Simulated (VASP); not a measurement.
# Y (I4/mmm) in VASP: notebook

Y is run at these levels: LDA; tasks: single point.

All numbers are computed with VASP 6.6.1; they aren't measurements. Logs are shortened: lines on timing, memory, paths and dates and some standing lists are left out, and cuts for length are marked.

**1. The cell of the first run**

The structure is tetragonal, space group I4/mmm (No. 139). Conventional cell: a = 3.444 Å, b = 3.444 Å, c = 4.970 Å, α = 90.00°, β = 90.00°, γ = 90.00°. Y (site symmetry 4/mmm) has 12 Y at 3.44 to 3.48 Å within 4.5 Å.

**2. Single point, LDA (equal xx and yy strain of -2 %)**

Contents of INCAR:

```
SYSTEM = Y
  PREC = Accurate
  ENCUT = 520
  EDIFF = 1E-6
  ISMEAR = -1
  SIGMA = 0.05
  LREAL = .False.
  LASPH = .True.
  NELM = 80
  ALGO = Normal
  ISIF = 2
  LWAVE = .False.
  LCHARG = .False.
  GGA = CA
  NBANDS = 12
```

Contents of KPOINTS:

```
Automatic mesh
0
Gamma
  13 13 13
  0 0 0
```

Contents of POSCAR:

```
Y
1.0
    0.0000000000      2.4353000000      2.4850000000
    2.4353000000      0.0000000000      2.4850000000
    2.4353000000      2.4353000000      0.0000000000
Y
1
Direct
    0.0000000000      0.0000000000      0.0000000000
```

Potentials or basis: VASP PAW LDA potentials, release 64 (Y_sv).

Command:

```sh
$ cat potpaw_LDA.64/Y_sv/POTCAR > POTCAR
$ mpirun -np 1 vasp_std > vasp.out
```

OUTCAR:

```text
SYSTEM = Y
   PREC = Accurate
   ENCUT = 520
   EDIFF = 1E-6
   ISMEAR = -1
   LREAL = .False.
   LASPH = .True.
   NELM = 80
   ISIF = 2
   GGA = CA

 ion  position               nearest neighbor table
   1  0.000  0.000  0.000-

  LATTYP: Found a body centered tetragonal cell.
 ALAT       =     3.4440342884
 C/A-ratio  =     1.4430750636

  Lattice vectors:

 A1 = (  -2.4353000000,   0.0000000000,   2.4850000000)
 A2 = (   2.4353000000,   0.0000000000,   2.4850000000)
 A3 = (   0.0000000000,   2.4353000000,  -2.4850000000)

Analysis of symmetry for initial positions (statically):
=====================================================================
 Subroutine PRICEL returns:
 Original cell was already a primitive cell.

 Routine SETGRP: Setting up the symmetry group for a
 body centered tetragonal supercell.

 Subroutine GETGRP returns: Found 16 space group operations
 (whereof 16 operations were pure point group operations)
 out of a pool of 16 trial point group operations.

The static configuration has the point symmetry D_4h.

Analysis of symmetry for dynamics (positions and initial velocities):
=====================================================================
 Subroutine PRICEL returns:
 Original cell was already a primitive cell.

 Routine SETGRP: Setting up the symmetry group for a
 body centered tetragonal supercell.

 Subroutine GETGRP returns: Found 16 space group operations
 (whereof 16 operations were pure point group operations)
 out of a pool of 16 trial point group operations.

The dynamic configuration has the point symmetry D_4h.

 Subroutine INISYM returns: Found 16 space group operations
 (whereof 16 operations are pure point group operations),
 and found     1 'primitive' translations

----------------------------------------------------------------------------------------

                                     Primitive cell

  volume of cell :      29.4755

  direct lattice vectors                    reciprocal lattice vectors
     0.000000000  2.435300000  2.485000000    -0.205313514  0.205313514  0.201207243
     2.435300000  0.000000000  2.485000000     0.205313514 -0.205313514  0.201207243
     2.435300000  2.435300000  0.000000000     0.205313514  0.205313514 -0.201207243

  length of vectors
     3.479354982  3.479354982  3.444034288     0.353258592  0.353258592  0.353258592

  position of ions in fractional coordinates (direct lattice)
     0.000000000  0.000000000  0.000000000

  ion indices of the primitive-cell ions
   primitive index   ion index
                 1           1
[... 80 lines left out ...]
   POTIM  = 0.5000    time-step for ionic-motion
   TEBEG  =    0.0;   TEEND  =   0.0 temperature during run
   PSTRESS=    0.0 pullay stress
   NELECT =      11.0000    total number of electrons
   NUPDOWN=      -1.0000    fix difference up-down
   EMIN   =  10.00;   EMAX   =-10.00  energy-range for DOS
   EFERMI =   0.00;   METHOD = LEGACY
   ISMEAR =    -1;   SIGMA  =   0.05  broadening in eV -4-tet -1-fermi 0-gaus
   EFERMI_NEDOS =   21; number of points for ismear=-14 and -15
   IALGO  =     38    algorithm
   IMIX   =      4    mixing-type and parameters
     AMIX     =   0.40;   BMIX     =  1.00
     AMIX_MAG =   1.60;   BMIX_MAG =  1.00
  volume/ion in A,a.u.               =      29.48       198.91
  Fermi-wavevector in a.u.,A,eV,Ry     =   1.178651  2.227328 18.901466  1.389219
  Thomas-Fermi vector in A             =   2.314976
   LORBIT       =      0    0 simple, 1 ext, 2 COOP (PROOUT), +10 PAW based schemes
   GGA     = CA    functional components
   LHFCALC =     F    Hartree Fock is set to
   AEXX    =    0.0000 exact exchange contribution
   IVDW    =     0    specifies the selected vdW correction
   LEPSILON=     F    determine dielectric tensor
   LRPA    =     F    only Hartree local field effects (RPA)
 non-spin polarized calculation
  energy-cutoff  :      520.00
  volume of cell :       29.48
 maximum number of plane-waves:       812
 NGX is ok and might be reduce to    28
   NGX = 13   NGY = 13   NGZ = 13

 number of electron      11.0000001 magnetization

 Free energy of the ion-electron system (eV)
  ---------------------------------------------------
  ext. energy  EPLUGINS =         0.00000000
  ---------------------------------------------------
  free energy    TOTEN  =        -6.94447866 eV

  energy without entropy =       -6.93295652  energy(sigma->0) =       -6.93871759

 E-fermi :   3.4142     XC(G=0): -10.0688

 val. band max:        3.4134885115   @ k =   0.4615   0.0769   0.2308
 cond. band min:       3.4169091593   @ k =  -0.3846   0.2308   0.0769
 fundamental gap:      0.0034206478
 Fermi energy:         3.4142290065

 k-point     1 :       0.0000    0.0000    0.0000
  band No.  band energies     occupation
      1     -38.8013      2.00000
      2     -18.5304      2.00000
      3     -18.5267      2.00000
      4     -18.5267      2.00000
      5      -1.4575      2.00000
      6       5.1344      0.00000
      7       5.3169      0.00000
      8       5.3169      0.00000
      9       7.3639      0.00000
     10       7.6385      0.00000
     11      12.7462      0.00000
     12      15.9947      0.00000
[... 331 lines left out ...]
 k-point    24 :       0.4615    0.1538    0.0000
  band No.  band energies     occupation
      1     -38.6973      2.00000
      2     -19.2219      2.00000
      3     -18.7296      2.00000
      4     -18.6594      2.00000
      5       1.6672      2.00000
      6       3.6432      0.02030
      7       4.5455      0.00000
      8       5.7967      0.00000
      9       8.9149      0.00000
     10       9.2013      0.00000
     11      12.0974      0.00000
     12      14.1141      0.00000

 [... further k-points ...]

------------------------ aborting loop because EDIFF is reached ----------------------------------------

  FORCE on cell =-STRESS in cart. coord.  units (eV):
  Direction    XX          YY          ZZ          XY          YZ          ZX
  --------------------------------------------------------------------------------------
  -------------------------------------------------------------------------------------
  Total        0.0028685      0.0028685     -0.1260246      0.0000000     -0.0000000      0.0000000
  in kB        0.1559228      0.1559228     -6.8502188      0.0000000     -0.0000000      0.0000000
  external PRESSURE =      -2.1794577 kB  Pullay stress =       0.0000000 kB

 VOLUME and BASIS-vectors are now :
 -----------------------------------------------------------------------------
  energy-cutoff  :      520.00
  volume of cell :       29.48
      direct lattice vectors                 reciprocal lattice vectors
     0.000000000  2.435300000  2.485000000    -0.205313514  0.205313514  0.201207243
     2.435300000  0.000000000  2.485000000     0.205313514 -0.205313514  0.201207243
     2.435300000  2.435300000  0.000000000     0.205313514  0.205313514 -0.201207243

 POSITION                                       TOTAL-FORCE (eV/Angst)
 -----------------------------------------------------------------------------------
      0.00000      0.00000      0.00000        -0.000000      0.000000      0.000000
 -----------------------------------------------------------------------------------
    total drift:                               -0.000000     -0.000000     -0.000000

  FREE ENERGIE OF THE ION-ELECTRON SYSTEM (eV)
  ---------------------------------------------------
  free  energy   TOTEN  =        -6.9444786557 eV

  energy  without entropy=       -6.9329565189  energy(sigma->0) =       -6.93871759
```

stdout:

```text
POSCAR found type information on POSCAR Y
 POSCAR found :  1 types and       1 ions
 scaLAPACK will be used
 LDA part: xc-table for (Slater(with rela. corr.)+CA(PZ))
 , standard interpolation
 POSCAR, INCAR and KPOINTS ok, starting setup
 FFT: planning ... GRIDC
 FFT: planning ... GRID_SOFT
 FFT: planning ... GRID
 WAVECAR not read
 entering main loop
```

It took 25 s on 1 thread of Intel Xeon 6975P-C (Granite Rapids), shared host; peak memory 0.21 GiB.

Results:

```yaml
Free_energy: -6.9445 eV
Pressure: -0.2 GPa
Band_gap_on_the_k_mesh: zero (an odd number of electrons rules out a gap without spin polarisation)
```

Stress tensor (GPa, compression positive):
```
 0.02  0.00  0.00
 0.00  0.02  0.00
 0.00  0.00 -0.69
```

Caveat: the cell differs from its parent crystal (equal xx and yy strain of -2 %).

**3. Single point, LDA (zz strain of -2 %)**

Contents of INCAR:

```
PREC = Accurate
ENCUT = 520
EDIFF = 1E-7
ISMEAR = -1
SIGMA = 0.05
LREAL = False
LASPH = True
NELM = 80
ALGO = Normal
ISIF = 2
LWAVE = False
LCHARG = False
GGA = CA
NBANDS = 12
```

Contents of KPOINTS:

```
Automatic mesh
0
Gamma
  13 13 13
```

Contents of POSCAR:

```
Y
1.0
    0.0000000000      2.4850000000      2.4353000000
    2.4850000000      0.0000000000      2.4353000000
    2.4850000000      2.4850000000      0.0000000000
Y
1
Direct
    0.0000000000      0.0000000000      0.0000000000
```

Potentials or basis: VASP PAW LDA potentials, release 64 (Y_sv).

Command:

```sh
$ cat potpaw_LDA.64/Y_sv/POTCAR > POTCAR
$ mpirun -np 1 vasp_std > vasp.out
```

Run time: 28 s. Hardware: 1 thread of Intel Xeon 6975P-C (Granite Rapids), shared host; peak memory 0.22 GiB.

It converged, with:

```
Free energy            : -6.9423 eV
Pressure               : -1.1 GPa
Band gap on the k mesh : zero (an odd number of electrons rules out a gap without spin polarisation)
```

Stress tensor (GPa, compression positive):
```
-1.27  0.00  0.00
 0.00 -1.27  0.00
 0.00  0.00 -0.62
```

Levels at points of the mesh, in eV from the Fermi level:
| k point | band 4 | band 5 | band 6 | band 7 | band 8 | band 9 |
| --- | --- | --- | --- | --- | --- | --- |
| (0.00, 0.00, 0.00) | -22.01 | -4.85 | 1.76 | 1.76 | 1.94 | 3.88 |

Caveat: the cell differs from its parent crystal (zz strain of -2 %).

**4. Single point, LDA (equal xx and yy strain of -1 %)**

Contents of INCAR:

```
SYSTEM = Y
PREC = Accurate
ENCUT = 520
EDIFF = 1E-6
ISMEAR = -1
SIGMA = 0.05
LREAL = .FALSE.
LASPH = .TRUE.
NELM = 80
ALGO = Normal
ISIF = 2
LWAVE = .FALSE.
LCHARG = .FALSE.
NBANDS = 12
```

Contents of KPOINTS:

```
regular mesh
0
G
  13 13 13
  0 0 0
```

Contents of POSCAR:

```
Y
1.0
    0.0000000000      2.4601500000      2.4850000000
    2.4601500000      0.0000000000      2.4850000000
    2.4601500000      2.4601500000      0.0000000000
Y
1
Direct
    0.0000000000      0.0000000000      0.0000000000
```

Command:

```sh
$ cat potpaw_LDA.64/Y_sv/POTCAR > POTCAR
$ mpirun -np 1 vasp_std > vasp.out
```

It took 24 s on 1 thread of Intel Xeon 6975P-C (Granite Rapids), shared host; peak memory 0.22 GiB.

The run converged. Its results:

```yaml
Free_energy: -6.9429 eV
Pressure: -1.1 GPa
Band_gap_on_the_k_mesh: zero (an odd number of electrons rules out a gap without spin polarisation)
```

Stress tensor (GPa, compression positive):
```
-0.99  0.00  0.00
 0.00 -0.99  0.00
 0.00  0.00 -1.33
```

Levels at points of the mesh, in eV from the Fermi level:
| k point | band 3 | band 4 | band 5 | band 6 | band 7 | band 8 | band 9 | band 10 |
| --- | --- | --- | --- | --- | --- | --- | --- | --- |
| (0.00, 0.00, 0.00) | -22.01 | -22.01 | -4.85 | 1.76 | 1.85 | 1.85 | 3.95 | 4.08 |

Caveat: the cell differs from its parent crystal (equal xx and yy strain of -1 %).

**5. The runs side by side**

| cell | gap on the mesh (eV) | pressure (GPa) |
| --- | --- | --- |
| a = 3.479, b = 3.479, c = 3.444 Å, angles 60.3, 60.3, 59.3°, 1 atom | none | -0.2 |
| a = 3.479, b = 3.479, c = 3.514 Å, angles 59.7, 59.7, 60.7°, 1 atom | none | -1.1 |
| a = 3.497, b = 3.497, c = 3.479 Å, angles 60.2, 60.2, 59.7°, 1 atom | none | -1.1 |

Alike in all rows: task single point; level LDA; potentials or basis VASP PAW LDA potentials, release 64 (Y_sv); no spin polarisation; k mesh 13 × 13 × 13; cutoff (eV) 520; smearing fermi-dirac 0.05 eV.

Total energies depend on the potentials used, so only differences within one code and one set of settings carry meaning.
